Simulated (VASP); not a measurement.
# ZnS (ZnS (F-43m)) (F-43m) in VASP: single point with PBE

Aim: the single point of ZnS (ZnS (F-43m)) with PBE.

Everything below comes from runs of VASP 6.6.1. Logs are shortened: lines on timing, memory, paths and dates and some standing lists are left out, and cuts for length are marked.

**1. The cell of the first run**

It takes space group F-43m (No. 216, cubic). Conventional cell: a = 5.444 Å, b = 5.444 Å, c = 5.444 Å, α = 90.00°, β = 90.00°, γ = 90.00°. Zn (site symmetry -43m) has 4 S at 2.36 Å within 3.1 Å. Within 3.1 Å of S (site symmetry -43m) lie 4 Zn at 2.36 Å.

**2. Single point, PBE**

The input, INCAR:

```
  ALGO = Normal
  EDIFF = 1E-6
  ENCUT = 500
  GGA = PE
  GGA_COMPAT = F
  ISIF = 2
  ISMEAR = -1
  LASPH = T
  LCHARG = F
  LREAL = F
  LWAVE = F
  NBANDS = 16
  NELM = 120
  PREC = Accurate
  SIGMA = 0.01
```

The input, KPOINTS:

```
k-points
0
Gamma
  6 6 6
```

The input, POSCAR:

```
ZnS
1.0
    0.0000000000      2.7218303751      2.7218303751
    2.7218303751      0.0000000000      2.7218303751
    2.7218303751      2.7218303751      0.0000000000
Zn S
1 1
Direct
    0.0000000000      0.0000000000      0.0000000000
    0.7500000000      0.7500000000      0.7500000000
```

Potentials or basis: VASP PAW PBE potentials, release 64 (Zn, S).

The run is started by

```sh
cat potpaw_PBE.64/Zn/POTCAR potpaw_PBE.64/S/POTCAR > POTCAR
mpirun -np 1 vasp_std > vasp.out
```

OUTCAR:

```text
EDIFF = 1E-6
   ENCUT = 500
   GGA = PE
   ISIF = 2
   ISMEAR = -1
   LASPH = T
   LREAL = F
   NELM = 120
   PREC = Accurate

 ion  position               nearest neighbor table
   1  0.000  0.000  0.000-   2 2.36   2 2.36   2 2.36   2 2.36
   2  0.750  0.750  0.750-   1 2.36   1 2.36   1 2.36   1 2.36

  LATTYP: Found a face centered cubic cell.
 ALAT       =     5.4436607502

  Lattice vectors:

 A1 = (   0.0000000000,   2.7218303751,   2.7218303751)
 A2 = (   2.7218303751,   0.0000000000,   2.7218303751)
 A3 = (   2.7218303751,   2.7218303751,   0.0000000000)

Analysis of symmetry for initial positions (statically):
=====================================================================
 Subroutine PRICEL returns:
 Original cell was already a primitive cell.

 Routine SETGRP: Setting up the symmetry group for a
 face centered cubic supercell.

 Subroutine GETGRP returns: Found 24 space group operations
 (whereof 24 operations were pure point group operations)
 out of a pool of 48 trial point group operations.

The static configuration has the point symmetry T_d .

Analysis of symmetry for dynamics (positions and initial velocities):
=====================================================================
 Subroutine PRICEL returns:
 Original cell was already a primitive cell.

 Routine SETGRP: Setting up the symmetry group for a
 face centered cubic supercell.

 Subroutine GETGRP returns: Found 24 space group operations
 (whereof 24 operations were pure point group operations)
 out of a pool of 48 trial point group operations.

The dynamic configuration has the point symmetry T_d .

 Subroutine INISYM returns: Found 24 space group operations
 (whereof 24 operations are pure point group operations),
 and found     1 'primitive' translations

----------------------------------------------------------------------------------------

                                     Primitive cell

  volume of cell :      40.3286

  direct lattice vectors                    reciprocal lattice vectors
     0.000000000  2.721830375  2.721830375    -0.183699912  0.183699912  0.183699912
     2.721830375  0.000000000  2.721830375     0.183699912 -0.183699912  0.183699912
     2.721830375  2.721830375  0.000000000     0.183699912  0.183699912 -0.183699912

  length of vectors
     3.849249431  3.849249431  3.849249431     0.318177581  0.318177581  0.318177581

  position of ions in fractional coordinates (direct lattice)
     0.000000000  0.000000000  0.000000000
     0.750000000  0.750000000  0.750000000

  ion indices of the primitive-cell ions
   primitive index   ion index
                 1           1
                 2           2

----------------------------------------------------------------------------------------

 KPOINTS: k-points

Automatic generation of k-mesh.
 Grid dimensions read from file:
 generate k-points for:    6    6    6

 Generating k-lattice:

  Cartesian coordinates                     Fractional coordinates (reciprocal lattice)
    -0.030616652  0.030616652  0.030616652     0.166666667  0.000000000  0.000000000
     0.030616652 -0.030616652  0.030616652     0.000000000  0.166666667  0.000000000
     0.030616652  0.030616652 -0.030616652     0.000000000  0.000000000  0.166666667

  Length of vectors
     0.053029597  0.053029597  0.053029597

  Shift w.r.t. Gamma in fractional coordinates (k-lattice)
     0.000000000  0.000000000  0.000000000

 Subroutine IBZKPT returns following result:
 ===========================================

 Found     16 irreducible k-points:

 Following reciprocal coordinates:
            Coordinates               Weight
  0.000000  0.000000  0.000000      1.000000
  0.166667  0.000000  0.000000      8.000000
  0.333333  0.000000  0.000000      8.000000
  0.500000  0.000000  0.000000      4.000000
  0.166667  0.166667  0.000000      6.000000
  0.333333  0.166667  0.000000     24.000000
[... 8 lines left out ...]
 -0.333333  0.333333  0.166667     24.000000
 -0.333333  0.500000  0.166667     12.000000
   k-points           NKPTS =     16   k-points in BZ     NKDIM =     16   number of bands    NBANDS=     16
   number of dos      NEDOS =    301   number of ions     NIONS =      2
   total plane-waves  NPLWV =  21952
   dimension x,y,z NGX =    28 NGY =   28 NGZ =   28
   dimension x,y,z NGXF=    56 NGYF=   56 NGZF=   56
   ions per type =               1   1
   NGX,Y,Z   is equivalent  to a cutoff of  12.09, 12.09, 12.09 a.u.
   NGXF,Y,Z  is equivalent  to a cutoff of  24.19, 24.19, 24.19 a.u.
 SYSTEM =  unknown system
   PREC   = accura    normal or accurate (medium, high low for compatibility)
   ISTART =      0    job   : 0-new  1-cont  2-samecut
   ICHARG =      2    charge: 1-file 2-atom 10-const
   ISPIN  =      1    spin polarized calculation?
   LNONCOLLINEAR =      F non collinear calculations
   LSORBIT =      F    spin-orbit coupling
   LASPH  =      T    aspherical Exc in radial PAW
   ENCUT  =  500.0 eV  36.75 Ry    6.06 a.u.   7.02  7.02  7.02*2*pi/ulx,y,z
   NELM   =    120;   NELMIN=  2; NELMDL= -5     # of ELM steps
   EDIFF  = 0.1E-05   stopping-criterion for ELM
   LREAL  =      F    real-space projection
[... 7 lines left out ...]
   TEBEG  =    0.0;   TEEND  =   0.0 temperature during run
   PSTRESS=    0.0 pullay stress
   NELECT =      18.0000    total number of electrons
   NUPDOWN=      -1.0000    fix difference up-down
   EMIN   =  10.00;   EMAX   =-10.00  energy-range for DOS
   EFERMI =   0.00;   METHOD = LEGACY
   ISMEAR =    -1;   SIGMA  =   0.01  broadening in eV -4-tet -1-fermi 0-gaus
   EFERMI_NEDOS =   21; number of points for ismear=-14 and -15
   IALGO  =     38    algorithm
   IMIX   =      4    mixing-type and parameters
     AMIX     =   0.40;   BMIX     =  1.00
     AMIX_MAG =   1.60;   BMIX_MAG =  1.00
  volume/ion in A,a.u.               =      20.16       136.08
  Fermi-wavevector in a.u.,A,eV,Ry     =   1.251107  2.364250 21.296789  1.565270
  Thomas-Fermi vector in A             =   2.385070
   LORBIT       =      0    0 simple, 1 ext, 2 COOP (PROOUT), +10 PAW based schemes
   GGA     = PE    functional components
   LHFCALC =     F    Hartree Fock is set to
   AEXX    =    0.0000 exact exchange contribution
   IVDW    =     0    specifies the selected vdW correction
   LEPSILON=     F    determine dielectric tensor
   LRPA    =     F    only Hartree local field effects (RPA)
 non-spin polarized calculation
  energy-cutoff  :      500.00
  volume of cell :       40.33
 maximum number of plane-waves:      1034
   NGX = 13   NGY = 13   NGZ = 13

 number of electron      17.9999988 magnetization

 Free energy of the ion-electron system (eV)
  ---------------------------------------------------
  ext. energy  EPLUGINS =         0.00000000
  ---------------------------------------------------
  free energy    TOTEN  =        -6.84932255 eV

  energy without entropy =       -6.84932255  energy(sigma->0) =       -6.84932255

 E-fermi :   2.1467     XC(G=0):  -9.5264

 val. band max:        1.9076086729   @ k =   0.0000   0.0000   0.0000
 cond. band min:       3.9247527873   @ k =   0.0000   0.0000   0.0000
 fundamental gap:      2.0171441144
 Fermi energy:         2.1467304157

 k-point     1 :       0.0000    0.0000    0.0000
  band No.  band energies     occupation
      1     -11.0822      2.00000
      2      -4.3493      2.00000
      3      -4.3493      2.00000
      4      -4.3493      2.00000
      5      -3.8771      2.00000
      6      -3.8771      2.00000
[... 8 lines left out ...]
     15      13.6431      0.00000
     16      13.6537      0.00000

 k-point     2 :       0.1667    0.0000    0.0000
  band No.  band energies     occupation
      1     -10.8876      2.00000
      2      -4.3390      2.00000
      3      -4.3157      2.00000
      4      -4.3157      2.00000
      5      -3.8788      2.00000
      6      -3.8788      2.00000
[... 8 lines left out ...]
     15      12.8691      0.00000
     16      14.5218      0.00000

 k-point     3 :       0.3333    0.0000    0.0000
  band No.  band energies     occupation
      1     -10.4478      2.00000
      2      -4.2596      2.00000
      3      -4.2596      2.00000
      4      -4.1779      2.00000
      5      -3.8659      2.00000
      6      -3.8659      2.00000
[... 8 lines left out ...]
     15      13.4599      0.00000
     16      13.7094      0.00000

 k-point     4 :       0.5000    0.0000    0.0000
  band No.  band energies     occupation
      1     -10.1947      2.00000
      2      -4.2395      2.00000
      3      -4.2395      2.00000
      4      -3.8485      2.00000
      5      -3.8485      2.00000
      6      -3.6815      2.00000
[... 8 lines left out ...]
     15      15.2572      0.00000
     16      15.2572      0.00000

 k-point     5 :       0.1667    0.1667    0.0000
  band No.  band energies     occupation
      1     -10.8225      2.00000
      2      -4.3752      2.00000
      3      -4.2838      2.00000
      4      -4.2838      2.00000
      5      -3.9019      2.00000
      6      -3.8594      2.00000
[... 8 lines left out ...]
     15      13.9955      0.00000
     16      15.7504      0.00000

 k-point     6 :       0.3333    0.1667    0.0000
  band No.  band energies     occupation
      1     -10.4606      2.00000
      2      -4.3286      2.00000
      3      -4.2166      2.00000
      4      -4.1999      2.00000
      5      -3.8941      2.00000
      6      -3.8440      2.00000
[... 8 lines left out ...]
     15      14.4216      0.00000
     16      15.8212      0.00000

 k-point     7 :       0.5000    0.1667    0.0000
  band No.  band energies     occupation
      1     -10.1281      2.00000
      2      -4.2435      2.00000
      3      -4.1877      2.00000
      4      -3.9620      2.00000
      5      -3.8433      2.00000
      6      -3.7206      2.00000
[... 8 lines left out ...]
     15      15.2972      0.00000
     16      15.8364      0.00000

 k-point     8 :      -0.3333    0.1667    0.0000
  band No.  band energies     occupation
      1     -10.2131      2.00000
      2      -4.2337      2.00000
      3      -4.2107      2.00000
      4      -4.0181      2.00000
      5      -3.8793      2.00000
      6      -3.8134      2.00000
[... 8 lines left out ...]
     15      14.8479      0.00000
     16      15.9627      0.00000

 k-point     9 :      -0.1667    0.1667    0.0000
  band No.  band energies     occupation
      1     -10.6076      2.00000
      2      -4.2979      2.00000
      3      -4.2739      2.00000
      4      -4.2563      2.00000
      5      -3.8964      2.00000
      6      -3.8541      2.00000
[... 8 lines left out ...]
     15      13.8280      0.00000
     16      16.1540      0.00000

 k-point    10 :       0.3333    0.3333    0.0000
  band No.  band energies     occupation
      1     -10.2351      2.00000
      2      -4.3801      2.00000
      3      -4.1240      2.00000
      4      -4.1240      2.00000
      5      -3.8844      2.00000
      6      -3.8239      2.00000
[... 8 lines left out ...]
     15      14.9164      0.00000
     16      18.8772      0.00000

 k-point    11 :       0.5000    0.3333    0.0000
  band No.  band energies     occupation
      1      -9.9797      2.00000
      2      -4.3015      2.00000
      3      -4.0783      2.00000
      4      -4.0392      2.00000
      5      -3.8247      2.00000
      6      -3.6993      2.00000
[... 8 lines left out ...]
     15      15.4919      0.00000
     16      16.6520      0.00000

 k-point    12 :      -0.3333    0.3333    0.0000
  band No.  band energies     occupation
      1      -9.9715      2.00000
      2      -4.2395      2.00000
      3      -4.1188      2.00000
      4      -3.9314      2.00000
      5      -3.8627      2.00000
      6      -3.6050      2.00000
[... 8 lines left out ...]
     15      13.5682      0.00000
     16      18.2595      0.00000

 k-point    13 :       0.5000    0.5000    0.0000
  band No.  band energies     occupation
      1      -9.8966      2.00000
      2      -4.3570      2.00000
      3      -4.0237      2.00000
      4      -4.0237      2.00000
      5      -3.8061      2.00000
      6      -3.6685      2.00000
[... 8 lines left out ...]
     15      15.5916      0.00000
     16      16.3729      0.00000

 k-point    14 :       0.5000    0.3333    0.1667
  band No.  band energies     occupation
      1     -10.1435      2.00000
      2      -4.2526      2.00000
      3      -4.1771      2.00000
      4      -4.0619      2.00000
      5      -3.8543      2.00000
      6      -3.8026      2.00000
[... 8 lines left out ...]
     15      15.7456      0.00000
     16      16.3659      0.00000

 k-point    15 :      -0.3333    0.3333    0.1667
  band No.  band energies     occupation
      1      -9.9714      2.00000
      2      -4.2179      2.00000
      3      -4.1381      2.00000
      4      -3.9251      2.00000
      5      -3.8848      2.00000
      6      -3.5772      2.00000
[... 8 lines left out ...]
     15      15.5387      0.00000
     16      16.2246      0.00000

 k-point    16 :      -0.3333    0.5000    0.1667
  band No.  band energies     occupation
      1      -9.8924      2.00000
      2      -4.2517      2.00000
      3      -4.0706      2.00000
      4      -3.9846      2.00000
      5      -3.8547      2.00000
      6      -3.5404      2.00000
[... 8 lines left out ...]
     15      15.7376      0.00000
     16      16.6462      0.00000

------------------------ aborting loop because EDIFF is reached ----------------------------------------

  FORCE on cell =-STRESS in cart. coord.  units (eV):
  Direction    XX          YY          ZZ          XY          YZ          ZX
  --------------------------------------------------------------------------------------
  -------------------------------------------------------------------------------------
  Total        0.0376287      0.0376287      0.0376287      0.0000000      0.0000000     -0.0000000
  in kB        1.4949154      1.4949154      1.4949154      0.0000000      0.0000000     -0.0000000
  external PRESSURE =       1.4949154 kB  Pullay stress =       0.0000000 kB

 VOLUME and BASIS-vectors are now :
 -----------------------------------------------------------------------------
  energy-cutoff  :      500.00
  volume of cell :       40.33
      direct lattice vectors                 reciprocal lattice vectors
     0.000000000  2.721830375  2.721830375    -0.183699912  0.183699912  0.183699912
     2.721830375  0.000000000  2.721830375     0.183699912 -0.183699912  0.183699912
     2.721830375  2.721830375  0.000000000     0.183699912  0.183699912 -0.183699912

 POSITION                                       TOTAL-FORCE (eV/Angst)
 -----------------------------------------------------------------------------------
      0.00000      0.00000      0.00000         0.000000      0.000000      0.000000
      4.08275      4.08275      4.08275        -0.000000     -0.000000     -0.000000
 -----------------------------------------------------------------------------------
    total drift:                               -0.000000     -0.000000     -0.000000

  FREE ENERGIE OF THE ION-ELECTRON SYSTEM (eV)
  ---------------------------------------------------
  free  energy   TOTEN  =        -6.8493225513 eV

  energy  without entropy=       -6.8493225513  energy(sigma->0) =       -6.84932255
```

Wall time 4.5 s (1 thread of Intel Xeon 6975P-C (Granite Rapids), shared host); peak memory 0.15 GiB.

Results:

* Free energy: -6.8493 eV
* Pressure: 0.1 GPa
* Band gap on the k mesh: 2.02 eV, direct

Expect the measured gap to be larger: semilocal functionals such as PBE lack the derivative discontinuity.
